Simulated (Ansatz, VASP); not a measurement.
# One calculation of Sr2C, two programs

Contents of POSCAR:

```
Sr2C
1.0
    0.0000000000      3.3601424432      3.3601424432
    3.3601424432      0.0000000000      3.3601424432
    3.3601424432      3.3601424432      0.0000000000
C Sr
1 2
Direct
    0.0000000000      0.0000000000      0.0000000000
    0.2500000000      0.2500000000      0.2500000000
    0.7500000000      0.7500000000      0.7500000000
```

File INCAR.step1:

```
SYSTEM = Sr2C
  PREC = Accurate
  ENCUT = 520
  ISMEAR = -1
  SIGMA = 0.02
  LREAL = .False.
  LASPH = .True.
  NELM = 80
  NBANDS = 19
  GGA = PE
  ALGO = Normal
  EDIFF = 1E-4
  LWAVE = .True.
  LCHARG = .False.
```

The input INCAR.step2:

```
SYSTEM = Sr2C
  PREC = Accurate
  ENCUT = 520
  EDIFF = 1E-6
  ISMEAR = -1
  SIGMA = 0.02
  LREAL = .False.
  LASPH = .True.
  NELM = 80
  ALGO = Normal
  ISIF = 2
  LWAVE = .False.
  LCHARG = .False.
  METAGGA = R2SCAN
  LMIXTAU = .True.
  NBANDS = 19
  ISTART = 1
```

The input KPOINTS:

```
regular mesh
0
Gamma
  6 6 6
  0 0 0
```

Input for Ansatz:

```yaml
crystal:
  lattice:
    - [0.0, 3.3601424432, 3.3601424432]
    - [3.3601424432, 0.0, 3.3601424432]
    - [3.3601424432, 3.3601424432, 0.0]
  atoms:
    - { symbol: C, position: [0.0, 0.0, 0.0] }
    - { symbol: Sr, position: [0.25, 0.25, 0.25] }
    - { symbol: Sr, position: [0.75, 0.75, 0.75] }
kpoints:
  mp_grid: { grid: [6, 6, 6] }
  band_path:
    path:
      - [0.0, 0.0, 0.0]
      - [0.5, 0.0, 0.5]
      - [0.625, 0.25, 0.625]
      - [0.375, 0.375, 0.75]
      - [0.5, 0.5, 0.5]
      - [0.5, 0.25, 0.75]
    npoints: 1
hamiltonian:
  xc: r2scan
scf:
  occupations: { method: fermi_dirac, width: 0.02 }
  n_extra_bands: 4
output:
  forces: true
  stress: true
  eigenvalues: true
```

Alike in both runs: task single point; functional r2SCAN; k mesh 6 × 6 × 6; occupations fermi-dirac, width 0.02 eV; no spin polarisation.

|  | VASP | Ansatz |
| --- | --- | --- |
| version | VASP 6.6.1 | Ansatz 0.2.0 |
| potentials or method | VASP PAW PBE potentials, release 64 (C, Sr_sv) | plane waves, PAW |
| plane-wave cutoff (eV) | 520 | 500 |
| valence electrons in the cell | 24 | 24 |

|  | VASP | Ansatz | Ansatz less VASP |
| --- | --- | --- | --- |
| pressure (GPa) | 0.2 | 0.0 | -0.20 |

VASP's potentials were made for PBE, not for r2SCAN.
